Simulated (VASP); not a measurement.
A run of VASP 6.6.1:

INCAR

```
  PREC = Accurate
  ENCUT = 520
  EDIFF = 1E-6
  ISMEAR = 0
  SIGMA = 0.1
  LREAL = False
  LASPH = True
  NELM = 100
  ALGO = Normal
  ISIF = 2
  LWAVE = False
  LCHARG = False
  GGA = PE
  NBANDS = 22
```

The input KPOINTS:

```
regular mesh
0
Gamma
  18 18 6
```

File POSCAR:

```
Hf2MgO
1.0
    3.1298875959      0.0000000000      0.0000000000
   -1.5649437979      2.7105621690      0.0000000000
    0.0000000000      0.0000000000     10.0918108763
Mg Hf O
1 2 1
Direct
    0.0000000000      0.0000000000      0.5000000000
    0.0000000000      0.0000000000      0.1904713067
    0.0000000000      0.0000000000      0.8095286933
    0.0000000000      0.0000000000      0.0000000000
```

Potentials or basis: VASP PAW PBE potentials, release 64 (Mg, Hf_pv, O).

Command:

```bash
$ cat potpaw_PBE.64/Mg/POTCAR potpaw_PBE.64/Hf_pv/POTCAR potpaw_PBE.64/O/POTCAR > POTCAR
$ mpirun -np 1 vasp_std > vasp.out
```

Hardware: 1 thread of Intel(R) Xeon(R) 6975P-C (Granite Rapids), on a shared host.

Problem. Estimate the wall time of this run.

Solution. It took 3 min on 1 thread of Intel(R) Xeon(R) 6975P-C (Granite Rapids), on a shared host, peak memory 0.4 GiB. Counts: scf iterations 14, k points 148.
